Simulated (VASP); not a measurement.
# GaN (P6_3mc) in VASP: notebook

Runs on GaN. Level: PBEsol. Tasks: single point, relaxation of cell and atoms.

Program: VASP 6.6.1. These are calculated values, not measurements. Logs are shortened: lines on timing, memory, paths and dates and some standing lists are left out, and cuts for length are marked.

## (1) The cell of the first run

Symmetry: P6_3mc, No. 186, hexagonal system. Conventional cell: a = 3.189 Å, b = 3.189 Å, c = 5.192 Å, α = 90.00°, β = 90.00°, γ = 120.00°. Ga (site symmetry 3m) has 4 N at 1.95 to 1.96 Å within 2.6 Å. N (site symmetry 3m) has 4 Ga at 1.95 to 1.96 Å within 2.6 Å.

## (2) Single point, PBEsol

File INCAR:

```
  PREC = Accurate
  ENCUT = 520
  EDIFF = 1E-6
  ISMEAR = 0
  SIGMA = 0.1
  LREAL = F
  LASPH = T
  NELM = 100
  ALGO = Normal
  ISIF = 2
  LWAVE = F
  LCHARG = F
  GGA = PS
  NBANDS = 26
```

File KPOINTS:

```
Automatic mesh
0
Gamma
  6 6 4
```

File POSCAR:

```
GaN
1.0
    3.1889304035      0.0000000000      0.0000000000
   -1.5944652018      2.7616947404      0.0000000000
    0.0000000000      0.0000000000      5.1923572500
Ga N
2 2
Direct
    0.6666666700      0.3333333300      0.4990837100
    0.3333333300      0.6666666700      0.9990837100
    0.6666666700      0.3333333300      0.8759162900
    0.3333333300      0.6666666700      0.3759162900
```

Potentials or basis: VASP PAW PBE potentials, release 64 (Ga_d, N).

Launch:

```sh
$ cat potpaw_PBE.64/Ga_d/POTCAR potpaw_PBE.64/N/POTCAR > POTCAR
$ mpirun -np 1 vasp_std > vasp.out
```

OUTCAR:

```text
PREC = Accurate
   ENCUT = 520
   EDIFF = 1E-6
   ISMEAR = 0
   LREAL = F
   LASPH = T
   NELM = 100
   ISIF = 2
   GGA = PS

 ion  position               nearest neighbor table
   1  0.667  0.333  0.499-   4 1.95   4 1.95   4 1.95   3 1.96
   2  0.333  0.667  0.999-   3 1.95   3 1.95   3 1.95   4 1.96
   3  0.667  0.333  0.876-   2 1.95   2 1.95   2 1.95   1 1.96
   4  0.333  0.667  0.376-   1 1.95   1 1.95   1 1.95   2 1.96

  LATTYP: Found a hexagonal cell.
 ALAT       =     3.1889304035
 C/A-ratio  =     1.6282441424

  Lattice vectors:

 A1 = (   3.1889304035,   0.0000000000,   0.0000000000)
 A2 = (  -1.5944652018,   2.7616947404,   0.0000000000)
 A3 = (   0.0000000000,   0.0000000000,   5.1923572500)

Analysis of symmetry for initial positions (statically):
=====================================================================
 Subroutine PRICEL returns:
 Original cell was already a primitive cell.

 Routine SETGRP: Setting up the symmetry group for a
 hexagonal supercell.

 Subroutine GETGRP returns: Found 12 space group operations
 (whereof  6 operations were pure point group operations)
 out of a pool of 24 trial point group operations.

The static configuration has the point symmetry C_3v.
 The point group associated with its full space group is C_6v.

Analysis of symmetry for dynamics (positions and initial velocities):
=====================================================================
 Subroutine PRICEL returns:
 Original cell was already a primitive cell.

 Routine SETGRP: Setting up the symmetry group for a
 hexagonal supercell.

 Subroutine GETGRP returns: Found 12 space group operations
 (whereof  6 operations were pure point group operations)
 out of a pool of 24 trial point group operations.

The dynamic configuration has the point symmetry C_3v.
 The point group associated with its full space group is C_6v.

 Subroutine INISYM returns: Found 12 space group operations
 (whereof  6 operations are pure point group operations),
 and found     1 'primitive' translations

----------------------------------------------------------------------------------------

                                     Primitive cell

  volume of cell :      45.7283

  direct lattice vectors                    reciprocal lattice vectors
     3.188930404  0.000000000  0.000000000     0.313584768  0.181048250  0.000000000
    -1.594465202  2.761694740  0.000000000     0.000000000  0.362096500  0.000000000
     0.000000000  0.000000000  5.192357250     0.000000000  0.000000000  0.192590754

  length of vectors
     3.188930404  3.188930404  5.192357250     0.362096500  0.362096500  0.192590754

  position of ions in fractional coordinates (direct lattice)
     0.666666670  0.333333330  0.499083710
     0.333333330  0.666666670  0.999083710
     0.666666670  0.333333330  0.875916290
     0.333333330  0.666666670  0.375916290

  ion indices of the primitive-cell ions
   primitive index   ion index
                 1           1
                 2           2
                 3           3
                 4           4

----------------------------------------------------------------------------------------

 KPOINTS: Automatic mesh

Automatic generation of k-mesh.
 Grid dimensions read from file:
 generate k-points for:    6    6    4

 Generating k-lattice:

  Cartesian coordinates                     Fractional coordinates (reciprocal lattice)
     0.052264128  0.030174708  0.000000000     0.166666667  0.000000000  0.000000000
     0.000000000  0.060349417  0.000000000     0.000000000  0.166666667  0.000000000
     0.000000000  0.000000000  0.048147689     0.000000000  0.000000000  0.250000000

  Length of vectors
     0.060349417  0.060349417  0.048147689

  Shift w.r.t. Gamma in fractional coordinates (k-lattice)
     0.000000000  0.000000000  0.000000000

 Subroutine IBZKPT returns following result:
 ===========================================

 Found     21 irreducible k-points:

 Following reciprocal coordinates:
            Coordinates               Weight
  0.000000  0.000000  0.000000      1.000000
  0.166667 -0.000000  0.000000      6.000000
  0.333333  0.000000  0.000000      6.000000
  0.500000 -0.000000  0.000000      3.000000
  0.166667  0.166667  0.000000      6.000000
  0.333333  0.166667  0.000000     12.000000
[... 13 lines left out ...]
  0.333333  0.166667  0.500000     12.000000
  0.333333  0.333333  0.500000      2.000000
   k-points           NKPTS =     21   k-points in BZ     NKDIM =     21   number of bands    NBANDS=     26
   number of dos      NEDOS =    301   number of ions     NIONS =      4
   total plane-waves  NPLWV =  23040
   dimension x,y,z NGX =    24 NGY =   24 NGZ =   40
   dimension x,y,z NGXF=    48 NGYF=   48 NGZF=   80
   ions per type =               2   2
   NGX,Y,Z   is equivalent  to a cutoff of  12.51, 12.51, 12.81 a.u.
   NGXF,Y,Z  is equivalent  to a cutoff of  25.02, 25.02, 25.61 a.u.
 SYSTEM =  unknown system
   PREC   = accura    normal or accurate (medium, high low for compatibility)
   ISTART =      0    job   : 0-new  1-cont  2-samecut
   ICHARG =      2    charge: 1-file 2-atom 10-const
   ISPIN  =      1    spin polarized calculation?
   LNONCOLLINEAR =      F non collinear calculations
   LSORBIT =      F    spin-orbit coupling
   LASPH  =      T    aspherical Exc in radial PAW
   ENCUT  =  520.0 eV  38.22 Ry    6.18 a.u.   5.93  5.93  9.65*2*pi/ulx,y,z
   NELM   =    100;   NELMIN=  2; NELMDL= -5     # of ELM steps
   EDIFF  = 0.1E-05   stopping-criterion for ELM
   LREAL  =      F    real-space projection
   EDIFFG = 0.1E-04   stopping-criterion for IOM
   NSW    =      0    number of steps for IOM
   IBRION =     -1    ionic relax: 0-MD 1-quasi-New 2-CG
   NFREE  =      0    steps in history (QN), initial steepest desc. (CG)
   ISIF   =      2    stress and relaxation
   ISYM   =      2    0-nonsym 1-usesym 2-fastsym
   POTIM  = 0.5000    time-step for ionic-motion
   TEBEG  =    0.0;   TEEND  =   0.0 temperature during run
   PSTRESS=    0.0 pullay stress
   NELECT =      36.0000    total number of electrons
   NUPDOWN=      -1.0000    fix difference up-down
   EMIN   =  10.00;   EMAX   =-10.00  energy-range for DOS
   EFERMI =   0.00;   METHOD = LEGACY
   ISMEAR =     0;   SIGMA  =   0.10  broadening in eV -4-tet -1-fermi 0-gaus
   EFERMI_NEDOS =   21; number of points for ismear=-14 and -15
   IALGO  =     38    algorithm
   IMIX   =      4    mixing-type and parameters
     AMIX     =   0.40;   BMIX     =  1.00
     AMIX_MAG =   1.60;   BMIX_MAG =  1.00
  volume/ion in A,a.u.               =      11.43        77.15
  Fermi-wavevector in a.u.,A,eV,Ry     =   1.511636  2.856578 31.089905  2.285044
  Thomas-Fermi vector in A             =   2.621667
   LORBIT       =      0    0 simple, 1 ext, 2 COOP (PROOUT), +10 PAW based schemes
   GGA     = PS    functional components
   LHFCALC =     F    Hartree Fock is set to
   AEXX    =    0.0000 exact exchange contribution
   IVDW    =     0    specifies the selected vdW correction
   LEPSILON=     F    determine dielectric tensor
   LRPA    =     F    only Hartree local field effects (RPA)
 non-spin polarized calculation
 Gauss-broadening in eV      SIGMA  =   0.10
  energy-cutoff  :      520.00
  volume of cell :       45.73
 maximum number of plane-waves:      1260
 NGX is ok and might be reduce to    24
   NGX = 11   NGY = 11   NGZ = 19

 number of electron      35.9999984 magnetization

 Free energy of the ion-electron system (eV)
  ---------------------------------------------------
  ext. energy  EPLUGINS =         0.00000000
  ---------------------------------------------------
  free energy    TOTEN  =       -26.26289502 eV

  energy without entropy =      -26.26289502  energy(sigma->0) =      -26.26289502

 E-fermi :   5.6426     XC(G=0): -11.8993

 val. band max:        5.1796276445   @ k =   0.0000   0.0000   0.0000
 cond. band min:       7.0395314922   @ k =   0.0000   0.0000   0.0000
 fundamental gap:      1.8599038476
 Fermi energy:         5.6426331422

 k-point     1 :       0.0000    0.0000    0.0000
  band No.  band energies     occupation
      1     -10.7909      2.00000
      2      -9.8403      2.00000
      3      -8.2225      2.00000
      4      -8.2072      2.00000
      5      -8.2072      2.00000
      6      -8.1455      2.00000
[... 18 lines left out ...]
     25      16.7875      0.00000
     26      16.7875      0.00000

 k-point     2 :       0.1667   -0.0000    0.0000
  band No.  band energies     occupation
      1     -10.5294      2.00000
      2      -9.7766      2.00000
      3      -8.1923      2.00000
      4      -8.1721      2.00000
      5      -8.1290      2.00000
      6      -8.0989      2.00000
[... 18 lines left out ...]
     25      16.4454      0.00000
     26      17.3052      0.00000

 k-point     3 :       0.3333    0.0000    0.0000
  band No.  band energies     occupation
      1     -10.0435      2.00000
      2      -9.6904      2.00000
      3      -8.1546      2.00000
      4      -8.1350      2.00000
      5      -8.0534      2.00000
      6      -7.9924      2.00000
[... 18 lines left out ...]
     25      16.6329      0.00000
     26      18.2207      0.00000

 k-point     4 :       0.5000   -0.0000    0.0000
  band No.  band energies     occupation
      1      -9.8511      2.00000
      2      -9.6673      2.00000
      3      -8.1584      2.00000
      4      -8.1327      2.00000
      5      -8.0355      2.00000
      6      -7.9936      2.00000
[... 18 lines left out ...]
     25      17.4589      0.00000
     26      18.3900      0.00000
[... 409 lines left out ...]
      1      -9.8447      2.00000
      2      -9.8447      2.00000
      3      -8.1214      2.00000
      4      -8.1214      2.00000
      5      -8.0958      2.00000
      6      -8.0958      2.00000
[... 18 lines left out ...]
     25      16.8253      0.00000
     26      16.8253      0.00000

 k-point    20 :       0.3333    0.1667    0.5000
  band No.  band energies     occupation
      1      -9.7017      2.00000
      2      -9.7017      2.00000
      3      -8.1248      2.00000
      4      -8.1248      2.00000
      5      -8.0545      2.00000
      6      -8.0545      2.00000
[... 18 lines left out ...]
     25      17.4877      0.00000
     26      17.4877      0.00000

 k-point    21 :       0.3333    0.3333    0.5000
  band No.  band energies     occupation
      1      -9.6628      2.00000
      2      -9.6628      2.00000
      3      -8.0874      2.00000
      4      -8.0874      2.00000
      5      -8.0707      2.00000
      6      -8.0707      2.00000
[... 18 lines left out ...]
     25      19.0096      0.00000
     26      19.0098      0.00000

------------------------ aborting loop because EDIFF is reached ----------------------------------------

  FORCE on cell =-STRESS in cart. coord.  units (eV):
  Direction    XX          YY          ZZ          XY          YZ          ZX
  --------------------------------------------------------------------------------------
  -------------------------------------------------------------------------------------
  Total       -0.3344391     -0.3344391     -0.3036978      0.0000000     -0.0000000     -0.0000000
  in kB      -11.7177008    -11.7177008    -10.6406221      0.0000000     -0.0000000     -0.0000000
  external PRESSURE =     -11.3586746 kB  Pullay stress =       0.0000000 kB

 VOLUME and BASIS-vectors are now :
 -----------------------------------------------------------------------------
  energy-cutoff  :      520.00
  volume of cell :       45.73
      direct lattice vectors                 reciprocal lattice vectors
     3.188930404  0.000000000  0.000000000     0.313584768  0.181048250  0.000000000
    -1.594465202  2.761694740  0.000000000     0.000000000  0.362096500  0.000000000
     0.000000000  0.000000000  5.192357250     0.000000000  0.000000000  0.192590754

 POSITION                                       TOTAL-FORCE (eV/Angst)
 -----------------------------------------------------------------------------------
      1.59447      0.92056      2.59142        -0.000000      0.000000      0.005142
     -0.00000      1.84113      5.18760         0.000000     -0.000000      0.005142
      1.59447      0.92056      4.54807        -0.000000      0.000000     -0.005142
     -0.00000      1.84113      1.95189         0.000000     -0.000000     -0.005142
 -----------------------------------------------------------------------------------
    total drift:                               -0.000011      0.000005     -0.000888

  FREE ENERGIE OF THE ION-ELECTRON SYSTEM (eV)
  ---------------------------------------------------
  free  energy   TOTEN  =       -26.2628950164 eV

  energy  without entropy=      -26.2628950164  energy(sigma->0) =      -26.26289502
```

Run time: 20 s. Hardware: 1 thread of Intel Xeon Platinum 8488C (Sapphire Rapids), shared host; peak memory 0.16 GiB.

Results:

| Item | Value |
| --- | --- |
| Free energy | -26.2629 eV |
| Pressure | -1.1 GPa |
| Largest force | 0.005 eV/Å |
| Band gap on the k mesh | 1.86 eV, direct |

Forces on the atoms (eV/Å):
```
Ga   0.000  0.000  0.005
Ga   0.000  0.000  0.005
N    0.000  0.000 -0.005
N    0.000  0.000 -0.005
```

Stress tensor (GPa, compression positive):
```
-1.17  0.00  0.00
 0.00 -1.17  0.00
 0.00  0.00 -1.06
```

Levels at points of the mesh, in eV from the valence-band top:
```tsv
k point	band 16	band 17	band 18	band 19	band 20	band 21
(0.00, 0.00, 0.00)	-0.04	0.00	0.00	1.86	4.17	9.09
(0.50, 0.00, 0.00)	-2.77	-2.24	-1.01	4.92	5.48	5.94
(0.00, 0.00, 0.50)	-0.54	-0.54	-0.54	4.18	4.18	8.35
(0.50, 0.00, 0.50)	-1.96	-1.91	-1.91	4.29	4.29	7.67
```

Caveat: the PAW data sets were made with another functional, which shifts forces and pressure a little.

## (3) Single point, PBEsol

This run uses another cell than the first one, of 11.37 Å³/atom, 0.995 times its volume.

File INCAR:

```
PREC = Accurate
ENCUT = 520
EDIFF = 1E-6
ISMEAR = 0
SIGMA = 0.02
LREAL = False
LASPH = True
NELM = 60
ALGO = Normal
ISIF = 2
LWAVE = False
LCHARG = False
GGA = PS
NBANDS = 26
```

File KPOINTS:

```
Automatic mesh
0
Gamma
  9 9 6
```

File POSCAR:

```
GaN
1.0
    3.1828017614      0.0000000000      0.0000000000
   -1.5914008807      2.7563871806      0.0000000000
    0.0000000000      0.0000000000      5.1851995161
Ga N
2 2
Direct
    0.6666666667      0.3333333333      0.4991747631
    0.3333333333      0.6666666667      0.9991747631
    0.6666666667      0.3333333333      0.8758252369
    0.3333333333      0.6666666667      0.3758252369
```

Potentials or basis: VASP PAW PBE potentials, release 64 (Ga_d, N).

Launch:

```sh
$ cat potpaw_PBE.64/Ga_d/POTCAR potpaw_PBE.64/N/POTCAR > POTCAR
$ mpirun -np 1 vasp_std > vasp.out
```

Run time: 46 s. Hardware: 1 thread of Intel Xeon Platinum 8488C (Sapphire Rapids), shared host; peak memory 0.18 GiB.

Results (log left out):

```
Free energy            : -26.2685 eV
Pressure               : -0.2 GPa
Band gap on the k mesh : 1.89 eV, direct
```

Levels at points of the mesh, in eV from the valence-band top:
| k point | band 15 | band 16 | band 17 | band 18 | band 19 | band 20 | band 21 | band 22 |
| --- | --- | --- | --- | --- | --- | --- | --- | --- |
| (0.00, 0.00, 0.00) | -1.05 | -0.04 | 0.00 | 0.00 | 1.89 | 4.21 | 9.12 | 9.82 |
| (0.00, 0.00, 0.50) | -0.54 | -0.54 | -0.54 | -0.54 | 4.22 | 4.22 | 8.38 | 8.38 |

Caveat: the PAW data sets were made with another functional, which shifts forces and pressure a little.

## (4) Relaxation of cell and atoms, PBEsol

File INCAR:

```
  ALGO = Normal
  EDIFF = 1E-6
  EDIFFG = -0.005
  ENCUT = 600
  GGA = PS
  IBRION = 2
  ISIF = 3
  ISMEAR = 0
  LASPH = T
  LCHARG = F
  LREAL = F
  LWAVE = F
  NELM = 60
  NSW = 100
  PREC = Accurate
  SIGMA = 0.02
```

File KPOINTS:

```
k-points
0
Gamma
  9 9 6
```

File POSCAR:

```
GaN
1.0
    3.1889304035      0.0000000000      0.0000000000
   -1.5944652018      2.7616947404      0.0000000000
    0.0000000000      0.0000000000      5.1923572500
Ga N
2 2
Direct
    0.6666666700      0.3333333300      0.4990837100
    0.3333333300      0.6666666700      0.9990837100
    0.6666666700      0.3333333300      0.8759162900
    0.3333333300      0.6666666700      0.3759162900
```

Launch:

```sh
$ cat potpaw_PBE.64/Ga_d/POTCAR potpaw_PBE.64/N/POTCAR > POTCAR
$ mpirun -np 1 vasp_std > vasp.out
```

It took 2.1 min on 1 thread of Intel Xeon 6975P-C (Granite Rapids), shared host; peak memory 0.21 GiB.

Results (log left out):

```yaml
Free_energy: -26.2725 eV
Relaxed_volume: 11.35 Å³/atom
Relaxed_cell: a = 3.181 Å, b = 3.181 Å, c = 5.182 Å, α = 90.00°, β = 90.00°, γ = 120.00°
Space_group_after_relaxing_to_0.05_Å: P6_3mc (No. 186)
Energy_gained_by_relaxing: 0.4 meV/atom
Ionic_steps: 7
Pressure_after_relaxing: 0.0 GPa
Band_gap_on_the_k_mesh: 1.91 eV, direct
```

The path:
```tsv
step	energy change (eV)	largest force (eV/Å)	pressure (GPa)	volume (Å³)
1	0.0000	0.0052	-1.37	45.73
2	-0.0002	0.0082	1.41	45.09
3	-0.0014	0.0067	-0.04	45.39
4	-0.0014	0.0065	0.20	45.38
5	-0.0014	0.0018	-0.32	45.46
6	-0.0014	0.0055	-0.02	45.40
7	-0.0014	0.0017	-0.04	45.40
```

Final structure:
```
Ga N
1.0
     3.18073    0.00000    0.00000
    -1.59037    2.75460    0.00000
     0.00000    0.00000    5.18199
Ga N
2 2
Direct
  0.66667 0.33333 0.49917
  0.33333 0.66667 0.99917
  0.66667 0.33333 0.87583
  0.33333 0.66667 0.37583
```

Levels at points of the mesh, in eV from the valence-band top:
```tsv
k point	band 16	band 17	band 18	band 19	band 20	band 21
(0.00, 0.00, 0.00)	-0.04	0.00	0.00	1.91	4.22	9.13
(0.00, 0.00, 0.50)	-0.54	-0.54	-0.54	4.23	4.23	8.39
```

Caveat: the PAW data sets were made with another functional, which shifts forces and pressure a little.

## (5) Summary

| task | cell | k mesh | cutoff (eV) | smearing | gap on the mesh (eV) | pressure (GPa) |
| --- | --- | --- | --- | --- | --- | --- |
| single point | a = 3.189, b = 3.189, c = 5.192 Å, angles 90.0, 90.0, 120.0°, 4 atoms | 6 × 6 × 4 | 520 | gaussian 0.1 eV | 1.86 | -1.1 |
| single point | a = 3.183, b = 3.183, c = 5.185 Å, angles 90.0, 90.0, 120.0°, 4 atoms | 9 × 9 × 6 | 520 | gaussian 0.02 eV | 1.89 | -0.2 |
| relaxation of cell and atoms | relaxed from a = 3.189, b = 3.189, c = 5.192 Å, angles 90.0, 90.0, 120.0°, 4 atoms | 9 × 9 × 6 | 600 | gaussian 0.02 eV | 1.91 | 0.0 |

Alike in all rows: level PBEsol; potentials or basis VASP PAW PBE potentials, release 64 (Ga_d, N); no spin polarisation.

Caveats: the PAW data sets were made with another functional, which shifts forces and pressure a little.

Total energies depend on the potentials used, so only differences within one code and one set of settings carry meaning.
